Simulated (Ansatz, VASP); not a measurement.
## Two plane-wave programs on TiPt3

Contents of INCAR:

```
ALGO     = Fast           # electronic algorithm
EDIFF    = 1E-6           # SCF threshold, eV
ENCUT    = 520            # plane-wave cutoff, eV
GGA      = PE             # functional
ISIF     = 2              # what is computed and relaxed
ISMEAR   = 0              # smearing method
LASPH    = T              # aspherical terms in the spheres
LCHARG   = F              # write CHGCAR
LREAL    = F              # projectors in reciprocal space
LWAVE    = F              # write WAVECAR
NBANDS   = 29             # bands
NELM     = 60             # most SCF steps
PREC     = Accurate       # precision mode
SIGMA    = 0.1            # smearing width, eV
```

KPOINTS

```
k-points
0
Gamma
  10 10 10
```

Contents of POSCAR:

```
TiPt3
1.0
    4.0256193268      0.0000000000      0.0000000000
    0.0000000000      4.0256193268      0.0000000000
    0.0000000000      0.0000000000      4.0256193268
Ti Pt
1 3
Direct
    0.0000000000      0.0000000000      0.0000000000
    0.0000000000      0.5000000000      0.5000000000
    0.5000000000      0.0000000000      0.5000000000
    0.5000000000      0.5000000000      0.0000000000
```

Input for Ansatz:

```yaml
crystal:
  lattice:
    - [4.0256193268, 0.0, 0.0]
    - [0.0, 4.0256193268, 0.0]
    - [0.0, 0.0, 4.0256193268]
  atoms:
    - { symbol: Ti, position: [0.0, 0.0, 0.0] }
    - { symbol: Pt, position: [0.0, 0.5, 0.5] }
    - { symbol: Pt, position: [0.5, 0.0, 0.5] }
    - { symbol: Pt, position: [0.5, 0.5, 0.0] }
basis:
  ecutwfc: 420
kpoints:
  mp_grid: { grid: [10, 10, 10] }
hamiltonian:
  xc: pbe
scf:
  occupations: { method: gaussian, width: 0.1 }
output:
  forces: true
  stress: true
  eigenvalues: true
  write_density: true
  write_potential: true
  elf: true
  volumetric_format: npy
```

Alike in both runs: task single point; functional PBE; k mesh 10 × 10 × 10; occupations gaussian, width 0.1 eV; no spin polarisation.

|  | VASP | Ansatz |
| --- | --- | --- |
| version | VASP 6.6.1 | Ansatz 0.2.0 |
| potentials or method | VASP PAW PBE potentials, release 64 (Ti_sv, Pt), cutoff 520 eV | scalar-relativistic, plane waves, PAW |
| valence electrons in the cell | 42 | 66 |

|  | VASP | Ansatz | Ansatz less VASP |
| --- | --- | --- | --- |
| gap on the k mesh at the Fermi level (eV) | none | none | - |
| pressure (GPa) | -12.2 | -11.9 | +0.30 |

A gap of «none» marks a metal or a gap that the smearing closes. With one functional, cell and mesh, what is left measures potentials, basis and numerics. VASP's potentials hold 42 valence electrons a cell and Ansatz's 66, so a difference there can come from the potentials and not from the codes.

Neither program's run includes spin-orbit coupling.
